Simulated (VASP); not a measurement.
# AlGa3N4 (P-42m) in VASP: further runs

Runs on AlGa3N4. Level: r2SCAN. Tasks: single point.

Program: VASP 6.6.1. These are calculated values, not measurements. Logs are shortened: lines on timing, memory, paths and dates and some standing lists are left out, and cuts for length are marked.

**1. The cell of the first run**

The structure is tetragonal, space group P-42m (No. 111). The conventional cell has a = 4.354 Å, b = 4.354 Å, c = 4.465 Å, α = 90.00°, β = 90.00°, γ = 90.00°. Al (site symmetry -42m) has 4 N at 1.86 Å within 2.5 Å. Ga (site symmetry -42m) has 4 N at 1.91 Å within 2.5 Å. Ga (site symmetry 222) has 4 N at 1.92 Å within 2.5 Å. Within 2.5 Å of N (site symmetry m) lie 1 Al at 1.86 Å and 3 Ga at 1.91 to 1.92 Å.

**2. Single point, r2SCAN (strain -0.025 along x and y, +0.000 along z)**

Contents of POSCAR:

```
AlGa3N4
1.0
    4.3537108409      0.0000000000      0.0000000000
    0.0000000000      4.3537108409      0.0000000000
    0.0000000000      0.0000000000      4.4653444522
Al Ga N
1 3 4
Direct
    0.0000000000      0.0000000000      0.0000000000
    0.5000000000      0.5000000000      0.0000000000
    0.5000000000      0.0000000000      0.5000000000
    0.0000000000      0.5000000000      0.5000000000
    0.7553510553      0.7553510553      0.2446489447
    0.7553510553      0.2446489447      0.7553510553
    0.2446489447      0.7553510553      0.7553510553
    0.2446489447      0.2446489447      0.2446489447
```

Contents of INCAR.step1:

```
  ALGO = Normal
  EDIFF = 1E-4
  ENCUT = 520
  GGA = PE
  ISMEAR = 0
  LASPH = True
  LCHARG = False
  LREAL = False
  LWAVE = True
  NBANDS = 41
  NELM = 60
  PREC = Accurate
  SIGMA = 0.05
```

Contents of INCAR.step2:

```
  ALGO = Normal
  EDIFF = 1E-7
  ENCUT = 520
  ISIF = 2
  ISMEAR = 0
  ISTART = 1
  LASPH = True
  LCHARG = False
  LMIXTAU = True
  LREAL = False
  LWAVE = False
  METAGGA = R2SCAN
  NBANDS = 41
  NELM = 60
  PREC = Accurate
  SIGMA = 0.05
```

Contents of KPOINTS:

```
k-points
0
Gamma
  6 6 6
```

Potentials or basis: VASP PAW PBE potentials, release 64 (Al, Ga_d, N).

The run is started by

```console
> cat potpaw_PBE.64/Al/POTCAR potpaw_PBE.64/Ga_d/POTCAR potpaw_PBE.64/N/POTCAR > POTCAR
> cp INCAR.step1 INCAR
> mpirun -np 1 vasp_std > vasp.out
> cp INCAR.step2 INCAR
> mpirun -np 1 vasp_std > vasp.out
```

OUTCAR:

```text
EDIFF = 1E-7
   ENCUT = 520
   ISIF = 2
   ISMEAR = 0
   ISTART = 1
   LASPH = True
   LREAL = False
   METAGGA = R2SCAN
   NELM = 60
   PREC = Accurate

 ion  position               nearest neighbor table
   1  0.000  0.000  0.000-   5 1.86   6 1.86   7 1.86   8 1.86   2 3.08   2 3.08   2 3.08   2 3.08
                             4 3.12   3 3.12   4 3.12   4 3.12   4 3.12   3 3.12   3 3.12   3 3.12
   2  0.500  0.500  0.000-   5 1.91   6 1.91   7 1.91   8 1.91   1 3.08   1 3.08   1 3.08   1 3.08

   3  0.500  0.000  0.500-   5 1.92   6 1.92   7 1.92   8 1.92   1 3.12   1 3.12   1 3.12   1 3.12

   4  0.000  0.500  0.500-   5 1.92   6 1.92   7 1.92   8 1.92   1 3.12   1 3.12   1 3.12   1 3.12

   5  0.755  0.755  0.245-   1 1.86   2 1.91   3 1.92   4 1.92
   6  0.755  0.245  0.755-   1 1.86   2 1.91   3 1.92   4 1.92
   7  0.245  0.755  0.755-   1 1.86   2 1.91   3 1.92   4 1.92
   8  0.245  0.245  0.245-   1 1.86   2 1.91   3 1.92   4 1.92

  LATTYP: Found a simple tetragonal cell.
 ALAT       =     4.3537108409
 C/A-ratio  =     1.0256410256

  Lattice vectors:

 A1 = (   4.3537108409,   0.0000000000,   0.0000000000)
 A2 = (   0.0000000000,   4.3537108409,   0.0000000000)
 A3 = (   0.0000000000,   0.0000000000,   4.4653444522)

Analysis of symmetry for initial positions (statically):
=====================================================================
 Subroutine PRICEL returns:
 Original cell was already a primitive cell.

 Routine SETGRP: Setting up the symmetry group for a
 simple tetragonal supercell.

 Subroutine GETGRP returns: Found  8 space group operations
 (whereof  8 operations were pure point group operations)
 out of a pool of 16 trial point group operations.

The static configuration has the point symmetry D_2d.

Analysis of symmetry for dynamics (positions and initial velocities):
=====================================================================
 Subroutine PRICEL returns:
 Original cell was already a primitive cell.

 Routine SETGRP: Setting up the symmetry group for a
 simple tetragonal supercell.

 Subroutine GETGRP returns: Found  8 space group operations
 (whereof  8 operations were pure point group operations)
 out of a pool of 16 trial point group operations.

The dynamic configuration has the point symmetry D_2d.

 Subroutine INISYM returns: Found  8 space group operations
 (whereof  8 operations are pure point group operations),
 and found     1 'primitive' translations
[... 111 lines left out ...]
   IBRION =     -1    ionic relax: 0-MD 1-quasi-New 2-CG
   NFREE  =      0    steps in history (QN), initial steepest desc. (CG)
   ISIF   =      2    stress and relaxation
   ISYM   =      2    0-nonsym 1-usesym 2-fastsym
   POTIM  = 0.5000    time-step for ionic-motion
   TEBEG  =    0.0;   TEEND  =   0.0 temperature during run
   PSTRESS=    0.0 pullay stress
   NELECT =      62.0000    total number of electrons
   NUPDOWN=      -1.0000    fix difference up-down
   EMIN   =  10.00;   EMAX   =-10.00  energy-range for DOS
   EFERMI =   0.00;   METHOD = LEGACY
   ISMEAR =     0;   SIGMA  =   0.05  broadening in eV -4-tet -1-fermi 0-gaus
   EFERMI_NEDOS =   21; number of points for ismear=-14 and -15
   IALGO  =     38    algorithm
   IMIX   =      4    mixing-type and parameters
     AMIX     =   0.40;   BMIX     =  1.00
     AMIX_MAG =   1.60;   BMIX_MAG =  1.00
  volume/ion in A,a.u.               =      10.58        71.40
  Fermi-wavevector in a.u.,A,eV,Ry     =   1.475754  2.788771 29.631453  2.177850
  Thomas-Fermi vector in A             =   2.590365
   LORBIT       =      0    0 simple, 1 ext, 2 COOP (PROOUT), +10 PAW based schemes
   METAGGA = R2SCAN    functional components
   LHFCALC =     F    Hartree Fock is set to
   AEXX    =    0.0000 exact exchange contribution
   IVDW    =     0    specifies the selected vdW correction
   LEPSILON=     F    determine dielectric tensor
   LRPA    =     F    only Hartree local field effects (RPA)
 non-spin polarized calculation
 Gauss-broadening in eV      SIGMA  =   0.05
  energy-cutoff  :      520.00
  volume of cell :       84.64
 maximum number of plane-waves:      2312
   NGX = 17   NGY = 17   NGZ = 17

 number of electron      62.0000033 magnetization

 Free energy of the ion-electron system (eV)
  ---------------------------------------------------
  ext. energy  EPLUGINS =         0.00000000
  ---------------------------------------------------
  free energy    TOTEN  =       -84.67345061 eV

  energy without entropy =      -84.67345061  energy(sigma->0) =      -84.67345061

 E-fermi :   5.9759     XC(G=0): -12.6688

 val. band max:        5.7712576363   @ k =   0.0000   0.0000   0.0000
 cond. band min:       8.9166953256   @ k =   0.0000   0.0000   0.0000
 fundamental gap:      3.1454376893
 Fermi energy:         5.9759069075

 k-point     1 :       0.0000    0.0000    0.0000
  band No.  band energies     occupation
      1     -11.1739      2.00000
      2      -9.5935      2.00000
      3      -9.5738      2.00000
      4      -9.5738      2.00000
      5      -7.7987      2.00000
      6      -7.7932      2.00000
[... 1045 lines left out ...]
     40      16.6081      0.00000
     41      16.6972      0.00000

 [... further k-points ...]

------------------------ aborting loop because EDIFF is reached ----------------------------------------

  FORCE on cell =-STRESS in cart. coord.  units (eV):
  Direction    XX          YY          ZZ          XY          YZ          ZX
  --------------------------------------------------------------------------------------
  -------------------------------------------------------------------------------------
  Total        7.0324302      7.0324302      5.0981754      0.0000000      0.0000000      0.0000000
  in kB      133.1195633    133.1195633     96.5053145      0.0000000      0.0000000      0.0000000
  external PRESSURE =     120.9148137 kB  Pullay stress =       0.0000000 kB

 VOLUME and BASIS-vectors are now :
 -----------------------------------------------------------------------------
  energy-cutoff  :      520.00
  volume of cell :       84.64
      direct lattice vectors                 reciprocal lattice vectors
     4.353710841  0.000000000  0.000000000     0.229689117  0.000000000  0.000000000
     0.000000000  4.353710841  0.000000000     0.000000000  0.229689117  0.000000000
     0.000000000  0.000000000  4.465344452     0.000000000  0.000000000  0.223946889

 POSITION                                       TOTAL-FORCE (eV/Angst)
 -----------------------------------------------------------------------------------
      0.00000      0.00000      0.00000         0.000000      0.000000      0.000000
      2.17686      2.17686      0.00000         0.000000      0.000000      0.000000
      2.17686      0.00000      2.23267         0.000000      0.000000      0.000000
      0.00000      2.17686      2.23267         0.000000      0.000000      0.000000
      3.28858      3.28858      1.09244         0.068525      0.068525     -0.034322
      3.28858      1.06513      3.37290         0.068525     -0.068525      0.034322
      1.06513      3.28858      3.37290        -0.068525      0.068525      0.034322
      1.06513      1.06513      1.09244        -0.068525     -0.068525     -0.034322
 -----------------------------------------------------------------------------------
    total drift:                               -0.000000     -0.000000     -0.000000

  FREE ENERGIE OF THE ION-ELECTRON SYSTEM (eV)
  ---------------------------------------------------
  free  energy   TOTEN  =       -84.6734506100 eV

  energy  without entropy=      -84.6734506099  energy(sigma->0) =      -84.67345061
```

OSZICAR.step1:

```text
N       E                     dE             d eps       ncg     rms          rms(c)
DAV:   1     0.640776401388E+03    0.64078E+03   -0.27935E+04  3785   0.260E+03
DAV:   2     0.568167549124E+02   -0.58396E+03   -0.54360E+03  3472   0.640E+02
DAV:   3    -0.520704871658E+02   -0.10889E+03   -0.10561E+03  3713   0.197E+02
DAV:   4    -0.596692081846E+02   -0.75987E+01   -0.75271E+01  4439   0.551E+01
DAV:   5    -0.598959378334E+02   -0.22673E+00   -0.22645E+00  4204   0.913E+00    0.164E+01
DAV:   6    -0.506287186140E+02    0.92672E+01   -0.25779E+01  6054   0.618E+01    0.459E+00
DAV:   7    -0.509610404833E+02   -0.33232E+00   -0.48237E+00  3903   0.124E+01    0.411E+00
DAV:   8    -0.509515612703E+02    0.94792E-02   -0.52648E-01  4728   0.916E+00    0.108E+00
DAV:   9    -0.509157045060E+02    0.35857E-01   -0.14941E-01  5374   0.568E+00    0.455E-01
DAV:  10    -0.509161904821E+02   -0.48598E-03   -0.21170E-02  4070   0.985E-01    0.120E-01
DAV:  11    -0.509164548184E+02   -0.26434E-03   -0.22161E-03  5301   0.777E-01    0.394E-02
DAV:  12    -0.509164668996E+02   -0.12081E-04   -0.36582E-04  3544   0.318E-01
   1 F= -.50916467E+02 E0= -.50916467E+02  d E =-.128888E-10
```

Wall time 3.3 min (1 thread of Intel Xeon 6975P-C (Granite Rapids), shared host); peak memory 0.26 GiB.

Results:

| Quantity | Value |
| --- | --- |
| Free energy | -84.6735 eV |
| Pressure | 12.1 GPa |
| Largest force | 0.103 eV/Å |
| Band gap on the k mesh | 3.15 eV, direct |

Forces on the atoms (eV/Å):
```
Al   0.000  0.000  0.000
Ga   0.000  0.000  0.000
Ga   0.000  0.000  0.000
Ga   0.000  0.000  0.000
N    0.069  0.069 -0.034
N    0.069 -0.069  0.034
N   -0.069  0.069  0.034
N   -0.069 -0.069 -0.034
```

Caveat: the cell differs from its parent crystal (strain -0.025 along x and y, +0.000 along z); the PAW data sets were made with another functional, which shifts forces and pressure a little.

**3. Single point, r2SCAN (strain -0.025 along x and y, +0.025 along z)**

Changes to POSCAR since step 2:

```diff
@@ -4,3 +4,3 @@
     0.0000000000      4.3537108409      0.0000000000
-    0.0000000000      0.0000000000      4.4653444522
+    0.0000000000      0.0000000000      4.5769780635
 Al Ga N
```

Contents of INCAR.step1:

```
PREC = Accurate ; ENCUT = 520
ISMEAR = 0 ; SIGMA = 0.05
LREAL = F ; LASPH = T
NELM = 80 ; NBANDS = 41
GGA = PE ; ALGO = Normal
EDIFF = 1E-4 ; LWAVE = T
LCHARG = F
```

Contents of INCAR.step2:

```
PREC = Accurate ; ENCUT = 520
EDIFF = 1E-6 ; ISMEAR = 0
SIGMA = 0.05 ; LREAL = F
LASPH = T ; NELM = 80
ALGO = Normal ; ISIF = 2
LWAVE = F ; LCHARG = F
METAGGA = R2SCAN ; LMIXTAU = T
NBANDS = 41 ; ISTART = 1
```

Contents of KPOINTS:

```
Automatic mesh
0
Gamma
  6 6 6
```

Potentials or basis: VASP PAW PBE potentials, release 64 (Al, Ga_d, N).

The run is started by

```console
> cat potpaw_PBE.64/Al/POTCAR potpaw_PBE.64/Ga_d/POTCAR potpaw_PBE.64/N/POTCAR > POTCAR
> cp INCAR.step1 INCAR
> mpirun -np 1 vasp_std > vasp.out
> cp INCAR.step2 INCAR
> mpirun -np 1 vasp_std > vasp.out
```

It took 2.9 min on 1 thread of Intel Xeon 6975P-C (Granite Rapids), shared host; peak memory 0.27 GiB.

Results (log left out):

```
Free energy            : -84.7460 eV
Pressure               : 6.1 GPa
Largest force          : 0.101 eV/Å
Band gap on the k mesh : 2.91 eV, direct
```

Forces on the atoms (eV/Å):
```
Al   0.000  0.000  0.000
Ga   0.000  0.000  0.000
Ga   0.000  0.000  0.000
Ga   0.000  0.000  0.000
N    0.071  0.071 -0.010
N    0.071 -0.071  0.010
N   -0.071  0.071  0.010
N   -0.071 -0.071 -0.010
```

Stress tensor (GPa, compression positive):
```
8.63 0.00 0.00
0.00 8.63 0.00
0.00 0.00 1.12
```

Levels at points of the mesh, in eV from the valence-band top:
| k point | band 27 | band 28 | band 29 | band 30 | band 31 | band 32 | band 33 | band 34 | band 35 | band 36 |
| --- | --- | --- | --- | --- | --- | --- | --- | --- | --- | --- |
| (0.00, 0.00, 0.00) | -2.41 | -2.41 | -0.25 | 0.00 | 0.00 | 2.91 | 3.76 | 3.76 | 4.10 | 6.93 |
| (0.50, 0.00, 0.00) | -2.87 | -1.81 | -1.68 | -1.46 | -1.34 | 5.52 | 5.65 | 6.90 | 6.94 | 8.44 |
| (0.50, 0.50, 0.00) | -3.40 | -0.87 | -0.87 | -0.86 | -0.49 | 7.51 | 7.73 | 7.73 | 8.14 | 8.34 |
| (0.00, 0.00, 0.50) | -3.18 | -1.47 | -1.47 | -1.14 | -1.14 | 5.44 | 5.49 | 6.50 | 6.50 | 8.69 |
| (0.50, 0.00, 0.50) | -3.12 | -1.25 | -1.24 | -1.16 | -0.83 | 7.34 | 7.51 | 7.59 | 7.87 | 7.94 |
| (0.50, 0.50, 0.50) | -1.07 | -0.76 | -0.76 | -0.65 | -0.57 | 5.60 | 5.60 | 5.65 | 6.93 | 9.82 |

Caveat: the cell differs from its parent crystal (strain -0.025 along x and y, +0.025 along z); the PAW data sets were made with another functional, which shifts forces and pressure a little.

**4. Single point, r2SCAN (strain +0.000 along x and y, -0.025 along z)**

Changes to POSCAR since step 3:

```diff
@@ -2,5 +2,5 @@
 1.0
-    4.3537108409      0.0000000000      0.0000000000
-    0.0000000000      4.3537108409      0.0000000000
-    0.0000000000      0.0000000000      4.5769780635
+    4.4653444522      0.0000000000      0.0000000000
+    0.0000000000      4.4653444522      0.0000000000
+    0.0000000000      0.0000000000      4.3537108409
 Al Ga N
```

Contents of INCAR.step1:

```
PREC = Accurate ; ENCUT = 520
ISMEAR = 0 ; SIGMA = 0.05
LREAL = False ; LASPH = True
NELM = 80 ; NBANDS = 41
GGA = PE ; ALGO = Normal
EDIFF = 1E-4 ; LWAVE = True
LCHARG = False
```

Contents of INCAR.step2:

```
PREC = Accurate ; ENCUT = 520
EDIFF = 1E-6 ; ISMEAR = 0
SIGMA = 0.05 ; LREAL = False
LASPH = True ; NELM = 80
ALGO = Normal ; ISIF = 2
LWAVE = False ; LCHARG = True
METAGGA = R2SCAN ; LMIXTAU = True
LELF = True ; LVHAR = True
NBANDS = 41 ; ISTART = 1
```

Contents of KPOINTS:

```
regular mesh
0
Gamma
  6 6 6
```

The run is started by

```console
> cat potpaw_PBE.64/Al/POTCAR potpaw_PBE.64/Ga_d/POTCAR potpaw_PBE.64/N/POTCAR > POTCAR
> cp INCAR.step1 INCAR
> mpirun -np 1 vasp_std > vasp.out
> cp INCAR.step2 INCAR
> mpirun -np 1 vasp_std > vasp.out
```

Run time: 3.2 min. Hardware: 1 thread of Intel Xeon 6975P-C (Granite Rapids), shared host; peak memory 0.28 GiB.

It converged, with:

```yaml
Free_energy: -84.8006 eV
Pressure: 6.1 GPa
Largest_force: 0.093 eV/Å
Band_gap_on_the_k_mesh: 2.93 eV, direct
```

Forces in eV/Å, atoms in the order of the input:
```
Al   0.000  0.000  0.000
Ga   0.000  0.000  0.000
Ga   0.000  0.000  0.000
Ga   0.000  0.000  0.000
N    0.040  0.040 -0.074
N    0.040 -0.040  0.074
N   -0.040  0.040  0.074
N   -0.040 -0.040 -0.074
```

Stress tensor (GPa, compression positive):
```
4.99 0.00 0.00
0.00 4.99 0.00
0.00 0.00 8.22
```

Levels at points of the mesh, in eV from the valence-band top:
| k point | band 27 | band 28 | band 29 | band 30 | band 31 | band 32 | band 33 | band 34 | band 35 | band 36 |
| --- | --- | --- | --- | --- | --- | --- | --- | --- | --- | --- |
| (0.00, 0.00, 0.00) | -2.61 | -2.58 | -0.11 | -0.11 | 0.00 | 2.93 | 3.77 | 3.93 | 3.93 | 7.07 |
| (0.50, 0.00, 0.00) | -3.00 | -1.63 | -1.57 | -1.29 | -1.24 | 5.47 | 5.57 | 6.70 | 6.72 | 8.61 |
| (0.50, 0.50, 0.00) | -3.11 | -1.22 | -1.19 | -1.19 | -0.81 | 7.39 | 7.61 | 7.61 | 7.86 | 7.94 |
| (0.00, 0.00, 0.50) | -2.87 | -1.74 | -1.74 | -1.40 | -1.40 | 5.54 | 5.67 | 6.93 | 6.93 | 8.43 |
| (0.50, 0.00, 0.50) | -3.26 | -1.05 | -1.04 | -1.00 | -0.65 | 7.46 | 7.66 | 7.70 | 8.03 | 8.15 |
| (0.50, 0.50, 0.50) | -0.95 | -0.87 | -0.75 | -0.70 | -0.70 | 5.67 | 5.69 | 5.69 | 7.02 | 9.86 |

Caveat: the cell differs from its parent crystal (strain +0.000 along x and y, -0.025 along z); the PAW data sets were made with another functional, which shifts forces and pressure a little.

**5. Overview**

```csv
cell,gap on the mesh (eV),pressure (GPa),largest force (eV/Å)
"a = 4.354, b = 4.354, c = 4.465 Å, 8 atoms",3.15,12.1,0.10
"a = 4.354, b = 4.354, c = 4.577 Å, 8 atoms",2.91,6.1,0.10
"a = 4.465, b = 4.465, c = 4.354 Å, 8 atoms",2.93,6.1,0.09
```

Alike in all rows: task single point; level r2SCAN; potentials or basis VASP PAW PBE potentials, release 64 (Al, Ga_d, N); no spin polarisation; k mesh 6 × 6 × 6; cutoff (eV) 520; smearing gaussian 0.05 eV.

Caveats: the PAW data sets were made with another functional, which shifts forces and pressure a little.

Absolute energies hang on the potentials; compare differences alone.
